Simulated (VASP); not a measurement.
Here is a VASP 6.6.1 calculation.

The input INCAR:

```
PREC     = Accurate       # precision mode
ENCUT    = 520            # plane-wave cutoff, eV
EDIFF    = 1E-7           # SCF threshold, eV
ISMEAR   = 0              # smearing method
SIGMA    = 0.2            # smearing width, eV
LREAL    = F              # projectors in reciprocal space
LASPH    = T              # aspherical terms in the spheres
NELM     = 80             # most SCF steps
ALGO     = Normal         # electronic algorithm
ISIF     = 2              # what is computed and relaxed
LWAVE    = F              # write WAVECAR
LCHARG   = F              # write CHGCAR
GGA      = PS             # functional
NBANDS   = 35             # bands
```

The input KPOINTS:

```
regular mesh
0
Gamma
  6 6 2
```

POSCAR

```
WSe2
1.0
    3.2996683534      0.0000000000      0.0000000000
   -1.6498341767      2.8575966181      0.0000000000
    0.0000000000      0.0000000000     13.1485346418
W Se
2 4
Direct
    0.6666666667      0.3333333333      0.7500000000
    0.3333333333      0.6666666667      0.2500000000
    0.3333333333      0.6666666667      0.8766615397
    0.6666666667      0.3333333333      0.3766615397
    0.3333333333      0.6666666667      0.6233384603
    0.6666666667      0.3333333333      0.1233384603
```

Potentials or basis: VASP PAW PBE potentials, release 64 (W_sv, Se).

The run is started by

```bash
$ cat potpaw_PBE.64/W_sv/POTCAR potpaw_PBE.64/Se/POTCAR > POTCAR
$ mpirun -np 1 vasp_std > vasp.out
```

Problem. What does it give for the largest force?

Solution. 0.024 eV/Å.

Problem. Predict the band gap on the k mesh.

Solution. 1.00 eV, indirect (least direct gap 1.48 eV).

Problem. Estimate the pressure.

Solution. -1.1 GPa.

Forces in eV/Å, atoms in the order of the input:
```
W    0.000  0.000  0.000
W    0.000  0.000  0.000
Se   0.000  0.000  0.024
Se   0.000  0.000  0.024
Se   0.000  0.000 -0.024
Se   0.000  0.000 -0.024
```

Caveat: the PAW data sets were made with another functional, which shifts forces and pressure a little; spin-orbit coupling is left out, which moves the levels of the heavy elements; this functional lacks dispersion, which binds the layers, so the pressure and a relaxed spacing across them are unreliable. As with any semilocal functional, this PBEsol gap is likely too small.
